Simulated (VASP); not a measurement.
Ru: single point with PBE

Ru:

```xyz
2
Lattice="2.7019 0.0000 0.0000 -1.3510 2.3399 0.0000 0.0000 0.0000 4.2692" Properties=species:S:1:pos:R:3 pbc="T T T"
Ru    0.0000    1.5599    1.0673
Ru    1.3510    0.7800    3.2019
```

- Program: VASP 6.6.1
- Task: single point
- Functional: PBE
- Potentials or basis: VASP PAW PBE potentials, release 64 (Ru_pv)
- Cutoff: 500 eV
- k mesh: 18 × 18 × 10
- Occupations: fermi-dirac, width 0.15 eV
- Spin: no spin polarisation

```yaml
Pressure: 6.9 GPa
Band_gap_on_the_k_mesh: zero (band 14 reaches 14.45 eV, above the bottom of band 15 at 11.29 eV)
```

Levels at points of the mesh, in eV from the Fermi level:
```
           k point  band 11  band 12  band 13  band 14  band 15  band 16  band 17  band 18
(0.00, 0.00, 0.00)    -2.44    -1.94    -1.94    -1.42    -1.42     1.18     1.18     1.30
(0.50, 0.00, 0.00)    -2.09    -1.82    -1.54     1.42     1.84     1.93     4.08     6.15
(0.00, 0.00, 0.50)    -2.80    -2.80    -2.73    -2.73     0.54     0.54     0.54     0.54
(0.50, 0.00, 0.50)    -1.08    -1.08     0.44     0.44     1.68     1.68     3.40     3.40
```

Run time: 46 s on 1 thread of Intel(R) Xeon(R) Platinum 8488C (Sapphire Rapids), with other jobs on the host, peak memory 0.2 GiB.
